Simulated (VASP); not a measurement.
# MgO (Aea2) in VASP: a series of runs

Runs on MgO. Level: PBE. Tasks: single point, relaxation of cell and atoms.

All numbers are computed with VASP 6.6.1; they aren't measurements. Logs are shortened: lines on timing, memory, paths and dates and some standing lists are left out, and cuts for length are marked.

### Step 1. The cell of the first run

It takes space group Aea2 (No. 41, orthorhombic). The conventional cell has a = 7.023 Å, b = 4.840 Å, c = 4.896 Å, α = 90.00°, β = 90.00°, γ = 90.00°. Within 2.5 Å of Mg (site symmetry 1) lie 4 O at 1.87 to 1.96 Å. O (site symmetry 1) has 4 Mg at 1.87 to 1.96 Å within 2.5 Å.

### Step 2. Single point, PBE

Input file INCAR:

```
SYSTEM = MgO
PREC = Accurate
ENCUT = 520
EDIFF = 1E-7
ISMEAR = 0
SIGMA = 0.1
LREAL = .FALSE.
LASPH = .TRUE.
NELM = 60
ALGO = Normal
ISIF = 2
LWAVE = .FALSE.
LCHARG = .FALSE.
GGA = PE
NBANDS = 26
```

Input file KPOINTS:

```
regular mesh
0
G
  4 6 6
  0 0 0
```

Input file POSCAR:

```
MgO
1.0
    7.0226972700      0.0000000000      0.0000000000
    0.0000000000      2.4198532800      2.4481599700
    0.0000000000     -2.4198532800      2.4481599700
Mg O
4 4
Direct
    0.1302330900      0.7547179300      0.3695495400
    0.8697669100      0.3695495400      0.7547179300
    0.6302330900      0.8695495400      0.2547179300
    0.3697669100      0.2547179300      0.8695495400
    0.6302330900      0.1304504600      0.7452820700
    0.3697669100      0.7452820700      0.1304504600
    0.1302330900      0.2452820700      0.6304504600
    0.8697669100      0.6304504600      0.2452820700
```

Potentials or basis: VASP PAW PBE potentials, release 64 (Mg, O).

Started as:

```console
$ cat potpaw_PBE.64/Mg/POTCAR potpaw_PBE.64/O/POTCAR > POTCAR
$ mpirun -np 1 vasp_std > vasp.out
```

OUTCAR:

```text
SYSTEM = MgO
   PREC = Accurate
   ENCUT = 520
   EDIFF = 1E-7
   ISMEAR = 0
   LREAL = .FALSE.
   LASPH = .TRUE.
   NELM = 60
   ISIF = 2
   GGA = PE

 ion  position               nearest neighbor table
   1  0.130  0.755  0.370-   6 1.87   7 1.92   8 1.93   7 1.96   2 2.61   4 2.95   4 2.95   4 2.97
                             4 2.97   2 3.11   2 3.11   2 3.49   3 3.56   3 3.56
   2  0.870  0.370  0.755-   5 1.87   8 1.92   7 1.93   8 1.96   1 2.61   3 2.95   3 2.95   3 2.97
                             3 2.97   1 3.11   1 3.11   1 3.49   4 3.56   4 3.56
   3  0.630  0.870  0.255-   8 1.87   5 1.92   6 1.93   5 1.96   4 2.61   2 2.95   2 2.95   2 2.97
                             2 2.97   4 3.11   4 3.11   4 3.49   1 3.56   1 3.56
   4  0.370  0.255  0.870-   7 1.87   6 1.92   5 1.93   6 1.96   3 2.61   1 2.95   1 2.95   1 2.97
                             1 2.97   3 3.11   3 3.11   3 3.49   2 3.56   2 3.56
   5  0.630  0.130  0.745-   2 1.87   3 1.92   4 1.93   3 1.96
   6  0.370  0.745  0.130-   1 1.87   4 1.92   3 1.93   4 1.96
   7  0.130  0.245  0.630-   4 1.87   1 1.92   2 1.93   1 1.96
   8  0.870  0.630  0.245-   3 1.87   2 1.92   1 1.93   2 1.96

  LATTYP: Found a base centered orthorhombic cell.
 ALAT       =     4.8397065600
 B/A-ratio  =     1.0116976885
 C/A-ratio  =     1.4510584852

  Lattice vectors:

 A1 = (   0.0000000000,   2.4198532800,  -2.4481599700)
 A2 = (   0.0000000000,   2.4198532800,   2.4481599700)
 A3 = (   7.0226972700,   0.0000000000,   0.0000000000)

Analysis of symmetry for initial positions (statically):
=====================================================================
 Subroutine PRICEL returns:
 Original cell was already a primitive cell.

 Routine SETGRP: Setting up the symmetry group for a
 base centered orthorhombic supercell.

 Subroutine GETGRP returns: Found  4 space group operations
 (whereof  2 operations were pure point group operations)
 out of a pool of  8 trial point group operations.

The static configuration has the point symmetry C_2 .
 The point group associated with its full space group is C_2v.

Analysis of symmetry for dynamics (positions and initial velocities):
=====================================================================
 Subroutine PRICEL returns:
 Original cell was already a primitive cell.

 Routine SETGRP: Setting up the symmetry group for a
 base centered orthorhombic supercell.

 Subroutine GETGRP returns: Found  4 space group operations
 (whereof  2 operations were pure point group operations)
 out of a pool of  8 trial point group operations.

The dynamic configuration has the point symmetry C_2 .
 The point group associated with its full space group is C_2v.

 Subroutine INISYM returns: Found  4 space group operations
 (whereof  2 operations are pure point group operations),
 and found     1 'primitive' translations

----------------------------------------------------------------------------------------

                                     Primitive cell

  volume of cell :      83.2076

  direct lattice vectors                    reciprocal lattice vectors
     7.022697270  0.000000000  0.000000000     0.142395430  0.000000000  0.000000000
     0.000000000  2.419853280  2.448159970     0.000000000  0.206624097  0.204235020
     0.000000000 -2.419853280  2.448159970     0.000000000 -0.206624097  0.204235020

  length of vectors
     7.022697270  3.442263374  3.442263374     0.142395430  0.290526180  0.290526180

  position of ions in fractional coordinates (direct lattice)
     0.130233090  0.754717930  0.369549540
     0.869766910  0.369549540  0.754717930
     0.630233090  0.869549540  0.254717930
     0.369766910  0.254717930  0.869549540
     0.630233090  0.130450460  0.745282070
     0.369766910  0.745282070  0.130450460
     0.130233090  0.245282070  0.630450460
     0.869766910  0.630450460  0.245282070

  ion indices of the primitive-cell ions
   primitive index   ion index
                 1           1
                 2           2
                 3           3
                 4           4
                 5           5
                 6           6
                 7           7
                 8           8

----------------------------------------------------------------------------------------

 KPOINTS: regular mesh

Automatic generation of k-mesh.
 Grid dimensions read from file:
 generate k-points for:    4    6    6

 Generating k-lattice:

  Cartesian coordinates                     Fractional coordinates (reciprocal lattice)
     0.035598858  0.000000000  0.000000000     0.250000000  0.000000000  0.000000000
     0.000000000  0.034437350  0.034039170     0.000000000  0.166666667 -0.000000000
     0.000000000 -0.034437350  0.034039170     0.000000000 -0.000000000  0.166666667

  Length of vectors
     0.035598858  0.048421030  0.048421030

  Shift w.r.t. Gamma in fractional coordinates (k-lattice)
     0.000000000  0.000000000  0.000000000

 Subroutine IBZKPT returns following result:
 ===========================================

 Found     39 irreducible k-points:

 Following reciprocal coordinates:
            Coordinates               Weight
  0.000000  0.000000  0.000000      1.000000
  0.250000  0.000000  0.000000      2.000000
  0.500000  0.000000  0.000000      1.000000
  0.000000  0.166667  0.000000      4.000000
  0.250000  0.166667  0.000000      8.000000
  0.500000  0.166667  0.000000      4.000000
[... 16 lines left out ...]
  0.250000 -0.333333  0.166667      8.000000
  0.500000 -0.333333  0.166667      4.000000
 [... further k-points ...]
   k-points           NKPTS =     39   k-points in BZ     NKDIM =     39   number of bands    NBANDS=     26
   number of dos      NEDOS =    301   number of ions     NIONS =      8
   total plane-waves  NPLWV =  42336
   dimension x,y,z NGX =    54 NGY =   28 NGZ =   28
   dimension x,y,z NGXF=   108 NGYF=   56 NGZF=   56
   ions per type =               4   4
   NGX,Y,Z   is equivalent  to a cutoff of  12.78, 13.52, 13.52 a.u.
   NGXF,Y,Z  is equivalent  to a cutoff of  25.57, 27.05, 27.05 a.u.
 SYSTEM =  MgO
   PREC   = accura    normal or accurate (medium, high low for compatibility)
   ISTART =      0    job   : 0-new  1-cont  2-samecut
   ICHARG =      2    charge: 1-file 2-atom 10-const
   ISPIN  =      1    spin polarized calculation?
   LNONCOLLINEAR =      F non collinear calculations
   LSORBIT =      F    spin-orbit coupling
   LASPH  =      T    aspherical Exc in radial PAW
   ENCUT  =  520.0 eV  38.22 Ry    6.18 a.u.  13.06  6.40  6.40*2*pi/ulx,y,z
   NELM   =     60;   NELMIN=  2; NELMDL= -5     # of ELM steps
   EDIFF  = 0.1E-06   stopping-criterion for ELM
   LREAL  =      F    real-space projection
   EDIFFG = 0.1E-05   stopping-criterion for IOM
   NSW    =      0    number of steps for IOM
   IBRION =     -1    ionic relax: 0-MD 1-quasi-New 2-CG
   NFREE  =      0    steps in history (QN), initial steepest desc. (CG)
   ISIF   =      2    stress and relaxation
   ISYM   =      2    0-nonsym 1-usesym 2-fastsym
   POTIM  = 0.5000    time-step for ionic-motion
   TEBEG  =    0.0;   TEEND  =   0.0 temperature during run
   PSTRESS=    0.0 pullay stress
   NELECT =      32.0000    total number of electrons
   NUPDOWN=      -1.0000    fix difference up-down
   EMIN   =  10.00;   EMAX   =-10.00  energy-range for DOS
   EFERMI =   0.00;   METHOD = LEGACY
   ISMEAR =     0;   SIGMA  =   0.10  broadening in eV -4-tet -1-fermi 0-gaus
   EFERMI_NEDOS =   21; number of points for ismear=-14 and -15
   IALGO  =     38    algorithm
   IMIX   =      4    mixing-type and parameters
     AMIX     =   0.40;   BMIX     =  1.00
     AMIX_MAG =   1.60;   BMIX_MAG =  1.00
  volume/ion in A,a.u.               =      10.40        70.19
  Fermi-wavevector in a.u.,A,eV,Ry     =   1.190521  2.249759 19.284100  1.417341
  Thomas-Fermi vector in A             =   2.326604
   LORBIT       =      0    0 simple, 1 ext, 2 COOP (PROOUT), +10 PAW based schemes
   GGA     = PE    functional components
   LHFCALC =     F    Hartree Fock is set to
   AEXX    =    0.0000 exact exchange contribution
   IVDW    =     0    specifies the selected vdW correction
   LEPSILON=     F    determine dielectric tensor
   LRPA    =     F    only Hartree local field effects (RPA)
 non-spin polarized calculation
 Gauss-broadening in eV      SIGMA  =   0.10
  energy-cutoff  :      520.00
  volume of cell :       83.21
 maximum number of plane-waves:      2272
 NGX is ok and might be reduce to    54
   NGX = 27   NGY = 13   NGZ = 13

 number of electron      32.0000010 magnetization

 Free energy of the ion-electron system (eV)
  ---------------------------------------------------
  ext. energy  EPLUGINS =         0.00000000
  ---------------------------------------------------
  free energy    TOTEN  =       -45.02492244 eV

  energy without entropy =      -45.02492244  energy(sigma->0) =      -45.02492244

 E-fermi :   2.6888     XC(G=0): -10.3548

 val. band max:        2.2632522029   @ k =   0.0000   0.0000   0.0000
 cond. band min:       5.8192577763   @ k =   0.0000   0.0000   0.0000
 fundamental gap:      3.5560055734
 Fermi energy:         2.6887937719

 k-point     1 :       0.0000    0.0000    0.0000
  band No.  band energies     occupation
      1     -14.7177      2.00000
      2     -13.8507      2.00000
      3     -13.8354      2.00000
      4     -13.1652      2.00000
      5      -0.7091      2.00000
      6      -0.5299      2.00000
[... 18 lines left out ...]
     25      16.5978      0.00000
     26      16.6390      0.00000

 k-point     2 :       0.2500    0.0000    0.0000
  band No.  band energies     occupation
      1     -14.6471      2.00000
      2     -14.1618      2.00000
      3     -13.5528      2.00000
      4     -13.2066      2.00000
      5      -0.7680      2.00000
      6      -0.6064      2.00000
[... 18 lines left out ...]
     25      16.6573      0.00000
[... 608 lines left out ...]
     25      15.2535      0.00000
     26      15.6960      0.00000

 k-point    24 :       0.5000   -0.3333    0.1667
  band No.  band energies     occupation
      1     -14.0489      2.00000
      2     -14.0412      2.00000
      3     -13.4717      2.00000
      4     -13.4635      2.00000
      5      -1.1950      2.00000
      6      -1.0044      2.00000
[... 18 lines left out ...]
     25      15.3666      0.00000
     26      15.5751      0.00000

 [... further k-points ...]
[... 5 lines left out ...]
  --------------------------------------------------------------------------------------
  -------------------------------------------------------------------------------------
  Total       15.7881102      9.5250776      7.3701806      0.0000000      0.0000000      0.0000000
  in kB      304.0030634    183.4071810    141.9142296      0.0000000      0.0000000      0.0000000
  external PRESSURE =     209.7748246 kB  Pullay stress =       0.0000000 kB

 VOLUME and BASIS-vectors are now :
 -----------------------------------------------------------------------------
  energy-cutoff  :      520.00
  volume of cell :       83.21
      direct lattice vectors                 reciprocal lattice vectors
     7.022697270  0.000000000  0.000000000     0.142395430  0.000000000  0.000000000
     0.000000000  2.419853280  2.448159970     0.000000000  0.206624097  0.204235020
     0.000000000 -2.419853280  2.448159970     0.000000000 -0.206624097  0.204235020

 POSITION                                       TOTAL-FORCE (eV/Angst)
 -----------------------------------------------------------------------------------
      0.91459      0.93205      2.75239        -0.209675      0.325621     -0.136661
      6.10811     -0.93205      2.75239         0.209675     -0.325621     -0.136661
      4.42594      1.48780      2.75239        -0.209675     -0.325621     -0.136661
      2.59676     -1.48780      2.75239         0.209675      0.325621     -0.136661
      4.42594     -1.48780      2.14393        -0.216180      0.587206      0.136661
      2.59676      1.48780      2.14393         0.216180     -0.587206      0.136661
      0.91459     -0.93205      2.14393        -0.216180     -0.587206      0.136661
      6.10811      0.93205      2.14393         0.216180      0.587206      0.136661
 -----------------------------------------------------------------------------------
    total drift:                                0.000000     -0.000000      0.000532

  FREE ENERGIE OF THE ION-ELECTRON SYSTEM (eV)
  ---------------------------------------------------
  free  energy   TOTEN  =       -45.0249224376 eV

  energy  without entropy=      -45.0249224376  energy(sigma->0) =      -45.02492244
```

Wall time 70 s (1 thread of Intel Xeon Platinum 8259CL at 2.50GHz (Skylake/Cascade Lake), shared host); peak memory 0.23 GiB.

What came out:

```
Free energy            : -45.0249 eV
Pressure               : 21.0 GPa
Largest force          : 0.640 eV/Å
Band gap on the k mesh : 3.56 eV, direct
```

Forces on the atoms (eV/Å):
```
Mg  -0.210  0.326 -0.137
Mg   0.210 -0.326 -0.137
Mg  -0.210 -0.326 -0.137
Mg   0.210  0.326 -0.137
O   -0.216  0.587  0.137
O    0.216 -0.587  0.137
O   -0.216 -0.587  0.137
O    0.216  0.587  0.137
```

Levels at points of the mesh, in eV from the valence-band top:
| k point | band 12 | band 13 | band 14 | band 15 | band 16 | band 17 | band 18 | band 19 | band 20 | band 21 |
| --- | --- | --- | --- | --- | --- | --- | --- | --- | --- | --- |
| (0.00, 0.00, 0.00) | -1.16 | -1.08 | -0.49 | -0.39 | 0.00 | 3.56 | 7.10 | 7.74 | 8.08 | 8.71 |
| (0.50, 0.00, 0.00) | -1.52 | -0.79 | -0.79 | -0.28 | -0.28 | 5.02 | 5.02 | 8.48 | 8.48 | 9.07 |
| (0.00, 0.50, 0.00) | -1.43 | -0.75 | -0.75 | -0.36 | -0.36 | 7.03 | 7.03 | 7.88 | 7.88 | 10.50 |
| (0.50, 0.50, 0.00) | -1.09 | -0.89 | -0.89 | -0.46 | -0.46 | 7.18 | 7.18 | 7.84 | 7.84 | 10.55 |
| (0.00, 0.50, 0.50) | -2.07 | -1.11 | -0.99 | -0.49 | -0.20 | 7.09 | 8.31 | 8.44 | 10.09 | 10.13 |
| (0.50, 0.50, 0.50) | -1.72 | -1.07 | -1.07 | -0.67 | -0.67 | 7.73 | 7.73 | 9.43 | 9.43 | 10.46 |

A k mesh can miss the band edges. PBE gaps usually lie below the measured ones, often by a third to a half.

[end of part 1 of 2]
